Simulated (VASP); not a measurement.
A run of VASP 6.6.1 is set up as follows.

File INCAR:

```
ALGO     = Normal         # electronic algorithm
EDIFF    = 1E-6           # SCF threshold, eV
ENCUT    = 520            # plane-wave cutoff, eV
GGA      = PS             # functional
ISIF     = 2              # what is computed and relaxed
ISMEAR   = -1             # smearing method
LASPH    = T              # aspherical terms in the spheres
LCHARG   = F              # write CHGCAR
LREAL    = F              # projectors in reciprocal space
LWAVE    = F              # write WAVECAR
NBANDS   = 40             # bands
NELM     = 100            # most SCF steps
PREC     = Accurate       # precision mode
SIGMA    = 0.03           # smearing width, eV
```

File KPOINTS:

```
k-points
0
Gamma
  6 6 2
```

The input POSCAR:

```
LiBiSe2
1.0
    4.0666276098      0.0000000000      0.0000000000
    0.0000000000      4.0666276098      0.0000000000
    0.0000000000      0.0000000000     11.9424464192
Li Se Bi
2 4 2
Direct
    0.5000000000      0.0000000000      0.8847079578
    0.0000000000      0.5000000000      0.1152920422
    0.5000000000      0.0000000000      0.1178501780
    0.0000000000      0.5000000000      0.3773793452
    0.5000000000      0.0000000000      0.6226206548
    0.0000000000      0.5000000000      0.8821498220
    0.5000000000      0.0000000000      0.3363841903
    0.0000000000      0.5000000000      0.6636158097
```

Potentials or basis: VASP PAW PBE potentials, release 64 (Li_sv, Se, Bi_d).

Run with:

```bash
$ cat potpaw_PBE.64/Li_sv/POTCAR potpaw_PBE.64/Se/POTCAR potpaw_PBE.64/Bi_d/POTCAR > POTCAR
$ mpirun -np 1 vasp_std > vasp.out
```

Question: What does it give for the largest force?

Answer: 0.025 eV/Å.

Question: Estimate the band gap on the k mesh.

Answer: 0.60 eV (least direct gap 0.75 eV).

Forces in eV/Å, atoms in the order of the input:
```
Li   0.000  0.000  0.002
Li   0.000  0.000 -0.002
Se   0.000  0.000 -0.025
Se   0.000  0.000  0.001
Se   0.000  0.000 -0.001
Se   0.000  0.000  0.025
Bi   0.000  0.000  0.018
Bi   0.000  0.000 -0.018
```

Caveat: the PAW data sets were made with another functional, which shifts forces and pressure a little; spin-orbit coupling is left out, which moves the levels of the heavy elements. A k mesh can miss the band edges.
